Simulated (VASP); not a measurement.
# Ca: relaxation of cell and atoms with PBE

Ca:

```
Ca
1.0
     2.61500    0.00000    0.00000
     0.00000    2.61500    0.00000
     0.00000    0.00000    2.61500
Ca
1
Direct
  0.00000 0.00000 0.00000
```

| Property | Result |
| --- | --- |
| Program | VASP 6.6.1 |
| Task | relaxation of cell and atoms |
| Functional | PBE |
| Potentials or basis | VASP PAW PBE potentials, release 64 (Ca_sv) |
| Cutoff | 600 eV |
| k mesh | 8 × 8 × 8 |
| Occupations | fermi-dirac, width 0.05 eV |
| Spin | no spin polarisation |
| Target pressure | 8 GPa |
| Dipole correction | no |
| Further INCAR settings | ALGO = Normal; EDIFF = 1e-06; IBRION = 2; EDIFFG = -0.01; NSW = 80; ISIF = 3 |

```json
{
  "Relaxed volume": "29.86 Å³/atom",
  "Relaxed cell": "a = 3.102 Å, b = 3.102 Å, c = 3.102 Å, α = 90.00°, β = 90.00°, γ = 90.00°",
  "Space group after relaxing (to 0.05 Å)": "Pm-3m (No. 221)",
  "Energy change on relaxing (the enthalpy is what falls)": "-1498.0 meV/atom",
  "Ionic steps": "4",
  "Pressure after relaxing": "8.0 GPa",
  "Band gap on the k mesh": "zero (band 5 reaches 3.79 eV, above the bottom of band 6 at 3.13 eV)"
}
```

Step by step:
| step | energy change (eV) | largest force (eV/Å) | pressure (GPa) | volume (Å³) |
| --- | --- | --- | --- | --- |
| 1 | 0.0000 | 0.0000 | 42.07 | 17.88 |
| 2 | -1.4871 | 0.0000 | 8.30 | 29.64 |
| 3 | -1.5073 | 0.0000 | 7.77 | 30.04 |
| 4 | -1.4980 | 0.0000 | 8.00 | 29.86 |

Final structure:
```
CELL_PARAMETERS angstrom
3.10224 0.00000 0.00000
0.00000 3.10224 0.00000
0.00000 0.00000 3.10224
ATOMIC_POSITIONS crystal
Ca 0.00000 0.00000 0.00000
```

Levels at points of the mesh, in eV from the Fermi level:
```tsv
k point	band 3	band 4	band 5	band 6	band 7	band 8
(0.00, 0.00, 0.00)	-22.21	-22.21	-4.17	0.82	0.82	5.56
(0.50, 0.00, 0.00)	-22.15	-22.15	-0.78	-0.01	1.55	3.68
(0.50, 0.50, 0.00)	-22.77	-22.10	-0.96	1.52	3.98	4.14
(0.50, 0.50, 0.50)	-22.68	-22.68	0.52	0.52	0.52	6.55
```

Run time: 9.3 s on 1 thread of Intel(R) Xeon(R) 6975P-C (Granite Rapids) (shared host), peak memory 0.14 GiB.

Caveat: the cell is relaxed towards a set pressure, so the enthalpy falls and the energy may rise; the volume moved by over 15 % at a fixed basis, so the end points are rough. Zero-point motion and thermal expansion aren't in these numbers.
